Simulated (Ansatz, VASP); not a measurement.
# V in VASP and in Ansatz

Contents of INCAR:

```
PREC = Accurate ; ENCUT = 520
EDIFF = 1E-7 ; ISMEAR = -1
SIGMA = 0.05 ; LREAL = F
LASPH = T ; NELM = 150
ALGO = Normal ; ISIF = 2
LWAVE = F ; LCHARG = F
ISPIN = 2 ; MAGMOM = 1
LORBIT = 11 ; LMAXMIX = 4
GGA = RE ; NBANDS = 16
```

Contents of KPOINTS:

```
Automatic mesh
0
Gamma
  24 24 24
```

POSCAR

```
V
1.0
   -1.5067049033      1.5067049033      1.5067049033
    1.5067049033     -1.5067049033      1.5067049033
    1.5067049033      1.5067049033     -1.5067049033
V
1
Direct
    0.0000000000      0.0000000000      0.0000000000
```

Input for Ansatz:

```yaml
crystal:
  lattice:
    - [-1.5067049042, 1.5067049042, 1.5067049042]
    - [1.5067049042, -1.5067049042, 1.5067049042]
    - [1.5067049042, 1.5067049042, -1.5067049042]
  atoms:
    - { symbol: V, position: [0.0, 0.0, 0.0], spin: 1.0 }
hamiltonian:
  xc: revpbe
  pseudopotentials:
    kind: paw
    azcp:
      V: "pseudopotentials/V.paw.azcp"
basis:
  ecutwfc: 420
  fft_grid_basis: typed
kpoints:
  mp_grid: { grid: [24, 24, 24], shift: [0, 0, 0] }
magnetization:
  spin_polarized: true
scf:
  occupations: { method: fermi_dirac, width: 0.05 }
```

Alike in both runs: task single point; functional revPBE; k mesh 24 × 24 × 24; occupations fermi-dirac, width 0.05 eV; collinear spin.

|  | VASP | Ansatz |
| --- | --- | --- |
| version | VASP 6.6.1 | Ansatz 0.2.0 |
| potentials or method | VASP PAW PBE potentials, release 64 (V_sv), cutoff 520 eV | plane waves (420 eV) with PAW, scalar-relativistic |
| valence electrons in the cell | 13 | 13 |

```csv
,VASP,Ansatz,Ansatz less VASP
net moment per atom (μB),0.00,0.00,0.000
```

VASP's potentials were made for PBE, not for revPBE. Ansatz's warnings: seeded moment not kept.
